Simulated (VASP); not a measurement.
Here is a VASP 6.6.1 calculation.

File POSCAR:

```
Pb
1.0
    3.7584007458      0.0000000000      0.0000000000
   -1.8792003729      3.2548705235      0.0000000000
    0.0000000000      0.0000000000      5.5900000000
Pb
2
Direct
    0.3333333333      0.6666666667      0.2500000000
    0.6666666667      0.3333333333      0.7500000000
```

The input INCAR.step1:

```
SYSTEM = Pb
  ALGO = Normal
  EDIFF = 1E-4
  ENCUT = 520
  GGA = PE
  ISMEAR = 0
  LASPH = .TRUE.
  LCHARG = .FALSE.
  LREAL = .FALSE.
  LWAVE = .TRUE.
  NBANDS = 21
  NELM = 60
  PREC = Accurate
  SIGMA = 0.15
```

INCAR.step2

```
SYSTEM = Pb
  ALGO = Normal
  EDIFF = 1E-7
  ENCUT = 520
  ISIF = 2
  ISMEAR = 0
  ISTART = 1
  LASPH = .TRUE.
  LCHARG = .FALSE.
  LMIXTAU = .TRUE.
  LREAL = .FALSE.
  LWAVE = .FALSE.
  METAGGA = R2SCAN
  NBANDS = 21
  NELM = 60
  PREC = Accurate
  SIGMA = 0.15
```

The input KPOINTS:

```
k-points
0
G
  18 18 10
  0 0 0
```

Potentials or basis: VASP PAW PBE potentials, release 64 (Pb_d).

The run is started by

```console
$ cat potpaw_PBE.64/Pb_d/POTCAR > POTCAR
$ cp INCAR.step1 INCAR
$ mpirun -np 1 vasp_std > vasp.out
$ cp INCAR.step2 INCAR
$ mpirun -np 1 vasp_std > vasp.out
```

(1) Predict the band gap on the k mesh.

(2) Estimate the pressure.

## Answers

(1) zero (bands 14 and 15 overlap by 6.50 eV).

(2) -3.1 GPa.

Caveat: the cell differs from its parent crystal (strain +0.080 along x and y, +0.000 along z); the cell stands under tension; the PAW data sets were made with another functional, which shifts forces and pressure a little; spin-orbit coupling is left out, which moves the levels of the heavy elements.
